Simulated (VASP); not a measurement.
A run of VASP 6.6.1:

The input INCAR:

```
PREC     = Accurate       # precision mode
ENCUT    = 520            # plane-wave cutoff, eV
EDIFF    = 1E-6           # SCF threshold, eV
ISMEAR   = 0              # smearing method
SIGMA    = 0.2            # smearing width, eV
LREAL    = False          # projectors in reciprocal space
LASPH    = True           # aspherical terms in the spheres
NELM     = 80             # most SCF steps
ALGO     = Fast           # electronic algorithm
ISIF     = 2              # what is computed and relaxed
LWAVE    = False          # write WAVECAR
LCHARG   = True           # write CHGCAR
GGA      = PE             # functional
LELF     = True           # ELF
LVHAR    = True         
NBANDS   = 46             # bands
```

File KPOINTS:

```
regular mesh
0
Gamma
  12 12 2
```

The input POSCAR:

```
IrRu2
1.0
    2.7059791831      0.0000000000      0.0000000000
   -1.3529895915      2.3434467147      0.0000000000
    0.0000000000      0.0000000000     13.2832712000
Ru Ir
4 2
Direct
    0.3333333333      0.6666666667      0.3308400000
    0.3333333333      0.6666666667      0.8308400000
    0.6666666667      0.3333333333      0.1691600000
    0.6666666667      0.3333333333      0.6691600000
    0.0000000000      0.0000000000      0.0000000000
    0.0000000000      0.0000000000      0.5000000000
```

Potentials or basis: VASP PAW PBE potentials, release 64 (Ru_pv, Ir).

Command:

```console
$ cat potpaw_PBE.64/Ru_pv/POTCAR potpaw_PBE.64/Ir/POTCAR > POTCAR
$ mpirun -np 1 vasp_std > vasp.out
```

Hardware: 1 thread of Intel Xeon 8259CL, on a shared host.

Problem. How long does it take, and how much memory?

Solution. Wall time 4.6 min on 1 thread of Intel Xeon 8259CL, with other jobs on the host, peak memory 0.27 GiB. Counts: scf iterations 18, k points 38.
